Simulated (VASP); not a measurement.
# BN: electric field gradients with PBEsol

BN:

```
CELL_PARAMETERS angstrom
2.51231 0.00000 0.00000
-1.25616 2.17572 0.00000
0.00000 0.00000 6.68333
ATOMIC_POSITIONS crystal
B 0.33333 0.66667 0.25000
B 0.66667 0.33333 0.75000
N 0.33333 0.66667 0.75000
N 0.66667 0.33333 0.25000
```

This cell differs from its parent crystal: volume scaled by 1.01.

| Property | Result |
| --- | --- |
| Program | VASP 6.6.1 |
| Task | electric field gradients |
| Functional | PBEsol |
| Potentials or basis | VASP PAW PBE potentials, release 64 (B, N) |
| Cutoff | 520 eV |
| k mesh | 11 × 11 × 4 |
| Occupations | fermi-dirac, width 0.02 eV |
| Spin | no spin polarisation |
| Dipole correction | no |
| Further INCAR settings | ALGO = Normal; EDIFF = 1e-08; NBANDS = 16 |

```
Pressure               : -1.7 GPa
Band gap on the k mesh : 4.22 eV, indirect (least direct gap 4.58 eV)
```

Stress tensor (GPa, compression positive):
```
-2.78  0.00  0.00
 0.00 -2.78  0.00
 0.00  0.00  0.61
```

Levels at points of the mesh, in eV from the valence-band top:
```
           k point  band 5  band 6  band 7  band 8  band 9  band 10  band 11  band 12
(0.00, 0.00, 0.00)   -1.35   -1.35   -1.31   -1.31    4.99    10.04    11.40    11.40
(0.00, 0.00, 0.50)   -1.33   -1.33   -1.33   -1.33    7.35     7.35    11.46    11.46
```

Electric field gradients, principal values (V/Å²):
| atom | least | middle | greatest (by size) |
| --- | --- | --- | --- |
| 1 B | -17.215 | -17.215 | 34.431 |
| 2 B | -17.215 | -17.215 | 34.431 |
| 3 N | -1.563 | -1.565 | 3.127 |
| 4 N | -1.563 | -1.565 | 3.127 |

It took 23 s on 1 thread of Intel(R) Xeon(R) Platinum 8259CL CPU @ 2.50GHz (Skylake/Cascade Lake), with other jobs on the host, peak memory 0.15 GiB.

Caveat: without QUAD_EFG the Cq values of the log hold for a quadrupole moment of 1 mb, not for the nuclei; the PAW data sets were made with another functional, which shifts forces and pressure a little; this functional lacks dispersion, which binds the layers, so the pressure and a relaxed spacing across them are unreliable. A k mesh can miss the band edges.
